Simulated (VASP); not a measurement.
# KF: single point with r2SCAN+D4

The system is KF.

```
CELL_PARAMETERS angstrom
0.00000 2.65291 2.65291
2.65291 0.00000 2.65291
2.65291 2.65291 0.00000
ATOMIC_POSITIONS crystal
K 0.00000 0.00000 0.00000
F 0.50000 0.50000 0.50000
```

```
Program                : VASP 6.6.1
Task                   : single point
Functional             : r2SCAN
Dispersion             : D4
Potentials or basis    : VASP PAW PBE potentials, release 64 (K_sv, F)
Cutoff                 : 520 eV
k mesh                 : 8 × 8 × 8
Occupations            : gaussian, width 0.05 eV
Spin                   : no spin polarisation
Dipole correction      : no
Further INCAR settings : ALGO = Normal; EDIFF = 1e-06; NBANDS = 15
```

| Item | Value |
| --- | --- |
| Pressure | 0.0 GPa |
| Band gap on the k mesh | 6.95 eV, direct |
| Dispersion energy per atom | -0.028 eV |

Levels at points of the mesh, in eV from the valence-band top:
```tsv
k point	band 5	band 6	band 7	band 8	band 9	band 10	band 11	band 12
(0.00, 0.00, 0.00)	-9.53	0.00	0.00	0.00	6.95	11.51	11.51	11.51
(0.50, 0.00, 0.00)	-9.57	-0.79	-0.35	-0.35	9.77	11.41	13.03	13.03
(0.50, 0.50, 0.00)	-9.76	-0.19	-0.05	-0.05	8.78	11.35	12.60	14.74
```

It used 91 s of CPU time on 1 thread of AMD EPYC 7R13 Processor (Zen 3), with other jobs on the host.

Caveat: the PAW data sets were made with another functional, which shifts forces and pressure a little. r2SCAN opens gaps a little over a GGA but as a rule still falls short of measured ones.
